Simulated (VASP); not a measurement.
Ge2Sb2Te5: single point with PBE

The system is Ge2Sb2Te5.

```
Ge Sb Te
1.0
     6.83914   -3.06601    0.00000
     6.83914    3.06601    0.00000
    -6.83098    0.00000    6.84761
Ge Sb Te
2 2 5
Direct
  0.49734 0.49734 0.01104
  0.28429 0.28429 0.18783
  0.11187 0.11187 0.41735
  0.90171 0.90171 0.58787
  0.39996 0.39996 0.59712
  0.20652 0.20652 0.80980
  0.00832 0.00832 0.00643
  0.79529 0.79529 0.19611
  0.59470 0.59470 0.38643
```

```json
{
 "Program": "VASP 6.6.1",
 "Task": "single point",
 "Functional": "PBE",
 "Potentials or basis": "VASP PAW PBE potentials, release 64 (Ge_d, Sb, Te)",
 "Cutoff": "520 eV",
 "k mesh": "2 × 2 × 2",
 "Occupations": "gaussian, width 0.01 eV",
 "Spin": "no spin polarisation"
}
```

| Item | Value |
| --- | --- |
| Pressure | 0.7 GPa |
| Largest force | 0.397 eV/Å |
| Band gap on the k mesh | 0.08 eV, direct |

Forces in eV/Å, atoms in the order of the input:
```
Ge   0.040  0.000  0.109
Ge  -0.239  0.000  0.187
Sb   0.156  0.000 -0.098
Sb  -0.321  0.000 -0.233
Te  -0.010  0.000 -0.196
Te  -0.018  0.000 -0.037
Te   0.043  0.000  0.263
Te  -0.009  0.000  0.054
Te   0.357  0.000 -0.049
```

Stress tensor (GPa, compression positive):
```
-1.27  0.00 -0.15
 0.00  4.68  0.00
-0.15  0.00 -1.23
```

Levels at points of the mesh, in eV from the valence-band top:
| k point | band 31 | band 32 | band 33 | band 34 | band 35 | band 36 | band 37 | band 38 |
| --- | --- | --- | --- | --- | --- | --- | --- | --- |
| (0.00, 0.00, 0.00) | -0.80 | -0.53 | -0.40 | -0.39 | 1.04 | 1.35 | 2.43 | 2.46 |
| (0.50, 0.00, 0.00) | -0.75 | -0.67 | -0.55 | 0.00 | 0.08 | 0.56 | 0.70 | 1.12 |
| (0.50, 0.50, 0.00) | -2.24 | -0.87 | -0.79 | -0.77 | 2.13 | 2.65 | 2.82 | 3.07 |
| (0.00, 0.00, 0.50) | -0.77 | -0.69 | -0.59 | -0.29 | 0.68 | 1.47 | 1.86 | 2.51 |
| (0.50, 0.00, 0.50) | -0.76 | -0.67 | -0.59 | -0.02 | 0.25 | 0.37 | 0.72 | 1.13 |
| (0.50, 0.50, 0.50) | -0.77 | -0.69 | -0.57 | -0.30 | 0.66 | 1.48 | 2.05 | 2.32 |

Run time: 69 s on 1 thread of Intel(R) Xeon(R) 6975P-C (Granite Rapids), with other jobs on the host, peak memory 0.52 GiB.

Caveat: the k points lie up to 0.61 Å⁻¹ apart; spin-orbit coupling is left out, which moves the levels of the heavy elements. A k mesh can miss the band edges.
